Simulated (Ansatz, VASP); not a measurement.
**AlC2N2 in VASP and in Ansatz**

```
Al C N
1.0
     3.25710   -3.54084    0.00000
     3.25710    3.54084    0.00000
     0.00000    0.00000    7.08167
Al C N
2 4 4
Direct
  0.00000 0.00000 0.00000
  0.50000 0.50000 0.50000
  0.18722 0.81278 0.81278
  0.81278 0.18722 0.18722
  0.18722 0.81278 0.18722
  0.81278 0.18722 0.81278
  0.30404 0.69596 0.69596
  0.69596 0.30404 0.30404
  0.30404 0.69596 0.30404
  0.69596 0.30404 0.69596
```

Alike in both runs: task relaxation of cell and atoms; functional PBE; k mesh 4 × 4 × 4; occupations gaussian, width 0.1 eV; no spin polarisation.

|  | VASP | Ansatz |
| --- | --- | --- |
| version | VASP 6.6.1 | Ansatz 0.2.0 |
| potentials or method | VASP PAW PBE potentials, release 64 (Al, C, N), cutoff 600 eV | scalar-relativistic, plane waves, PAW |
| valence electrons in the cell | 42 | 42 |

```csv
,VASP,Ansatz,Ansatz less VASP
"gap on the k mesh at the Fermi level, each at its own relaxed structure (eV)",none,none,-
relaxed volume (Å³/atom),19.27,18.87,-0.400
relaxed cell length with the largest relative difference (Å),7.220,7.157,-0.0635
```

A gap of «none» marks a metal or a gap that the smearing closes.

Noted on VASP's run: the standard files for N, O and F lose accuracy on very short bonds; the volume moved by over 15 % at a fixed basis, so the end points are rough.
